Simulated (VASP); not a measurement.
A run of VASP 6.6.1 is set up as follows.

File INCAR:

```
SYSTEM = Sb
ALGO     = Normal         ! electronic algorithm
EDIFF    = 1E-6           ! SCF threshold, eV
ENCUT    = 520            ! plane-wave cutoff, eV
GGA      = PS             ! functional
ISIF     = 2              ! what is computed and relaxed
ISMEAR   = -1             ! smearing method
IVDW     = 12             ! dispersion correction
LASPH    = .TRUE.         ! aspherical terms in the spheres
LCHARG   = .FALSE.        ! write CHGCAR
LREAL    = .FALSE.        ! projectors in reciprocal space
LWAVE    = .FALSE.        ! write WAVECAR
NBANDS   = 12             ! bands
NELM     = 100            ! most SCF steps
PREC     = Accurate       ! precision mode
SIGMA    = 0.05           ! smearing width, eV
```

KPOINTS

```
k-points
0
G
  9 9 5
  0 0 0
```

Contents of POSCAR:

```
Sb
1.0
    3.2711441002      0.0000000000      0.0000000000
   -1.6355720501      2.8328938902      0.0000000000
    0.0000000000      0.0000000000      5.3350199496
Sb
2
Direct
    0.6666666667      0.3333333333      0.7500000000
    0.3333333333      0.6666666667      0.2500000000
```

Potentials or basis: VASP PAW PBE potentials, release 64 (Sb).

Run with:

```bash
$ cat potpaw_PBE.64/Sb/POTCAR > POTCAR
$ mpirun -np 1 vasp_std > vasp.out
```

Task: Predict the pressure.

Result: 0.0 GPa.

Task: What does it give for the dispersion energy per atom?

Result: -0.554 eV.

Caveat: the PAW data sets were made with another functional, which shifts forces and pressure a little; pairwise dispersion overbinds metals, which lowers pressure and volume.
